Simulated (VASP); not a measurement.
# Ta (Im-3m) in VASP: notebook, part 2 of 2

VASP 6.6.1. The steps go on from the part before.

### Step 3. Relaxation of volume and atoms at fixed shape, r2SCAN

This run uses another cell than the first one, of 18.01 Å³/atom.

File POSCAR:

```
Ta
1.0
   -1.6512800000      1.6512800000      1.6512800000
    1.6512800000     -1.6512800000      1.6512800000
    1.6512800000      1.6512800000     -1.6512800000
Ta
1
Direct
    0.0000000000      0.0000000000      0.0000000000
```

File INCAR.step1:

```
PREC = Accurate
ENCUT = 600
ISMEAR = 1
SIGMA = 0.02
LREAL = False
LASPH = True
NELM = 100
GGA = PE
ALGO = Normal
EDIFF = 1E-4
LWAVE = True
LCHARG = False
```

File INCAR.step2:

```
PREC = Accurate
ENCUT = 600
EDIFF = 1E-6
ISMEAR = 1
SIGMA = 0.02
LREAL = False
LASPH = True
NELM = 100
ALGO = Normal
ISIF = 8
LWAVE = False
LCHARG = False
METAGGA = R2SCAN
LMIXTAU = True
IBRION = 2
NSW = 80
EDIFFG = -0.01
ISTART = 1
```

File KPOINTS:

```
Automatic mesh
0
Gamma
  17 17 17
```

Potentials or basis: VASP PAW PBE potentials, release 64 (Ta_pv).

Started as:

```sh
> cat potpaw_PBE.64/Ta_pv/POTCAR > POTCAR
> cp INCAR.step1 INCAR
> mpirun -np 1 vasp_std > vasp.out
> cp INCAR.step2 INCAR
> mpirun -np 1 vasp_std > vasp.out
```

OUTCAR:

```text
PREC = Accurate
   ENCUT = 600
   EDIFF = 1E-6
   ISMEAR = 1
   LREAL = False
   LASPH = True
   NELM = 100
   ISIF = 8
   METAGGA = R2SCAN
   IBRION = 2
   NSW = 80
   EDIFFG = -0.01
   ISTART = 1

 ion  position               nearest neighbor table
   1  0.000  0.000  0.000-

  LATTYP: Found a body centered cubic cell.
 ALAT       =     3.3025600000

  Lattice vectors:

 A1 = (  -1.6512800000,   1.6512800000,   1.6512800000)
 A2 = (   1.6512800000,  -1.6512800000,   1.6512800000)
 A3 = (   1.6512800000,   1.6512800000,  -1.6512800000)

Analysis of symmetry for initial positions (statically):
=====================================================================
 Subroutine PRICEL returns:
 Original cell was already a primitive cell.

[... 245 lines left out ...]

  energy without entropy =      -48.57982919  energy(sigma->0) =      -48.57983777

 E-fermi :   5.2812     XC(G=0): -13.7357

 val. band max:        5.2783729661   @ k =   0.3529   0.1765   0.0588
 cond. band min:       5.2862664770   @ k =  -0.2353   0.2353   0.0588
 fundamental gap:      0.0078935109
 Fermi energy:         5.2811729514

 k-point     1 :       0.0000    0.0000    0.0000
  band No.  band energies     occupation
      1     -28.9814      2.00000
      2     -28.9814      2.00000
      3     -28.9814      2.00000
      4      -3.0306      2.00000
      5       6.1143      0.00000
      6       6.1143      0.00000
      7       6.1143      0.00000
      8       9.5777      0.00000
      9       9.5777      0.00000
[... 265 lines left out ...]
 k-point    24 :       0.1765    0.1765    0.0000
  band No.  band energies     occupation
      1     -29.7632      2.00000
      2     -29.2391      2.00000
      3     -29.0617      2.00000
      4       0.3670      2.00000
      5       4.4158      2.00000
      6       4.6988      2.00000
      7       8.5453      0.00000
      8      10.2097      0.00000
      9      10.3800      0.00000

 [... further k-points ...]
[... 5 lines left out ...]
  --------------------------------------------------------------------------------------
  -------------------------------------------------------------------------------------
  Total        0.0009802      0.0009802      0.0009802      0.0000000      0.0000000      0.0000000
  in kB        0.0866436      0.0866436      0.0866436      0.0000000      0.0000000      0.0000000
  external PRESSURE =       0.0866436 kB  Pullay stress =       0.0000000 kB
[... 16 lines left out ...]
  FREE ENERGIE OF THE ION-ELECTRON SYSTEM (eV)
  ---------------------------------------------------
  free  energy   TOTEN  =       -48.5798420531 eV

  energy  without entropy=      -48.5798291936  energy(sigma->0) =      -48.57983777

 reached required accuracy - stopping structural energy minimisation
```

OUTCAR.step1:

```text
PREC = Accurate
   ENCUT = 600
   ISMEAR = 1
   LREAL = False
   LASPH = True
   NELM = 100
[... 502 lines left out ...]

 POSITION                                       TOTAL-FORCE (eV/Angst)
 -----------------------------------------------------------------------------------
      0.00000      0.00000      0.00000         0.000000      0.000000      0.000000
 -----------------------------------------------------------------------------------
    total drift:                                0.000000      0.000000      0.000000

  FREE ENERGIE OF THE ION-ELECTRON SYSTEM (eV)
  ---------------------------------------------------
  free  energy   TOTEN  =       -11.8109121803 eV

  energy  without entropy=      -11.8109268130  energy(sigma->0) =      -11.81091706
```

OSZICAR.step1:

```text
N       E                     dE             d eps       ncg     rms          rms(c)
DAV:   1     0.515361414029E+02    0.51536E+02   -0.71607E+03  2970   0.131E+03
DAV:   2    -0.114879700325E+02   -0.63024E+02   -0.62092E+02  3772   0.262E+02
DAV:   3    -0.122659412780E+02   -0.77797E+00   -0.76666E+00  3445   0.287E+01
DAV:   4    -0.122712170068E+02   -0.52757E-02   -0.52593E-02  3339   0.201E+00
DAV:   5    -0.122712474502E+02   -0.30443E-04   -0.30441E-04  3317   0.142E-01    0.134E+01
DAV:   6    -0.119187169976E+02    0.35253E+00   -0.39397E-01  3082   0.770E+00    0.655E+00
DAV:   7    -0.118121610473E+02    0.10656E+00   -0.32762E-01  3118   0.666E+00    0.383E-01
DAV:   8    -0.118109393866E+02    0.12217E-02   -0.40031E-03  3205   0.834E-01    0.119E-01
DAV:   9    -0.118109121803E+02    0.27206E-04   -0.14786E-04  2495   0.158E-01
   1 F= -.11810912E+02 E0= -.11810917E+02  d E =0.146326E-04
```

Run time: 4.5 min. Hardware: 1 thread of Oxide Virtual Turin-like, shared host; peak memory 0.15 GiB.

Results:

* Free energy: -48.5798 eV
* Relaxed volume: 18.12 Å³/atom
* Relaxed cell: a = 2.866 Å, b = 2.866 Å, c = 2.866 Å, α = 109.47°, β = 109.47°, γ = 109.47°
* Space group after relaxing (to 0.1 Å): Im-3m (No. 229)
* Energy gained by relaxing: 0.4 meV/atom
* Ionic steps: 3
* Pressure after relaxing: 0.0 GPa
* Band gap on the k mesh: zero (an odd number of electrons rules out a gap without spin polarisation)

The path:
```tsv
step	energy change (eV)	largest force (eV/Å)	pressure (GPa)	volume (Å³)
1	0.0000	0.0000	1.18	18.01
2	0.0014	0.0000	-2.54	18.36
3	-0.0004	0.0000	0.01	18.12
```

Final structure:
```
Ta
1.0
    -1.65476    1.65476    1.65476
     1.65476   -1.65476    1.65476
     1.65476    1.65476   -1.65476
Ta
1
Direct
  0.00000 0.00000 0.00000
```

Caveat: the PAW data sets were made with another functional, which shifts forces and pressure a little; spin-orbit coupling is left out, which moves the levels of the heavy elements. Zero-point motion and thermal expansion aren't in these numbers.
